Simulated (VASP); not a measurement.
Wanted: the native input for a VASP 6.6.1 run.

```
Task                   : single point
Functional             : PBE
Potentials or basis    : VASP PAW PBE potentials, release 64 (Ti_sv, Al)
Cutoff                 : 520 eV
k mesh                 : 18 × 18 × 10
Occupations            : gaussian, width 0.15 eV
Spin                   : no spin polarisation
Dipole correction      : no
Further INCAR settings : ALGO = Fast; EDIFF = 1e-07; NBANDS = 14
```

The structure of TiAl lies in POSCAR:

```
TiAl
1.0
    2.8450000000      0.0000000000      0.0000000000
   -1.4225000000      2.4638422738      0.0000000000
    0.0000000000      0.0000000000      4.3695000000
Ti Al
1 1
Direct
    0.0000000000      0.0000000000      0.0000000000
    0.3333333333      0.6666666667      0.5000000000
```

These files were run (other wordings do the same):

INCAR

```
SYSTEM = TiAl
PREC = Accurate
ENCUT = 520
EDIFF = 1E-7
ISMEAR = 0
SIGMA = 0.15
LREAL = .False.
LASPH = .True.
NELM = 60
ALGO = Fast
ISIF = 2
LWAVE = .False.
LCHARG = .False.
GGA = PE
NBANDS = 14
```

KPOINTS

```
regular mesh
0
Gamma
  18 18 10
  0 0 0
```

Potentials or basis: VASP PAW PBE potentials, release 64 (Ti_sv, Al).

Run with:

```console
$ cat potpaw_PBE.64/Ti_sv/POTCAR potpaw_PBE.64/Al/POTCAR > POTCAR
$ mpirun -np 1 vasp_std > vasp.out
```

It gave:

| Property | Result |
| --- | --- |
| Pressure | 11.8 GPa |
| Band gap on the k mesh | zero (an odd number of electrons rules out a gap without spin polarisation) |

Caveat: the cell stands under pressure.

Run time: 2.2 min on 1 thread of AMD EPYC 9R45 96-Core Processor (Zen 5), on a shared host, peak memory 0.19 GiB.
